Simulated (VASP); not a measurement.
Write the native input for VASP 6.6.1 that does the following.

```
Task                   : single point
Functional             : LDA
Potentials or basis    : VASP PAW LDA potentials, release 64 (Mg)
Cutoff                 : 600 eV
k mesh                 : 8 × 8 × 8
Occupations            : gaussian, width 0.05 eV
Spin                   : no spin polarisation
Dipole correction      : no
Further INCAR settings : ALGO = Normal; EDIFF = 1e-06; NBANDS = 7
```

The structure of Mg lies in POSCAR:

```
Mg
1.0
   -1.5922962706      1.5922962706      1.5922962706
    1.5922962706     -1.5922962706      1.5922962706
    1.5922962706      1.5922962706     -1.5922962706
Mg
1
Direct
    0.0000000000      0.0000000000      0.0000000000
```

One way to write it, as run:

INCAR

```
ALGO = Normal
EDIFF = 1E-6
ENCUT = 600
GGA = CA
GGA_COMPAT = False
ISIF = 2
ISMEAR = 0
LASPH = True
LCHARG = True
LELF = True
LREAL = False
LVHAR = True
LWAVE = False
NBANDS = 7
NELM = 120
PREC = Accurate
SIGMA = 0.05
```

KPOINTS

```
k-points
0
Gamma
  8 8 8
```

Potentials or basis: VASP PAW LDA potentials, release 64 (Mg).

Launch:

```bash
$ cat potpaw_LDA.64/Mg/POTCAR > POTCAR
$ mpirun -np 1 vasp_std > vasp.out
```

It gave:

```yaml
Pressure: 19.6 GPa
Band_gap_on_the_k_mesh: zero (band 1 reaches 8.69 eV, above the bottom of band 2 at 3.71 eV)
```

Wall time 2.9 s on 1 thread of Intel(R) Xeon(R) Platinum 8488C (Sapphire Rapids), with other jobs on the host, peak memory 0.12 GiB.
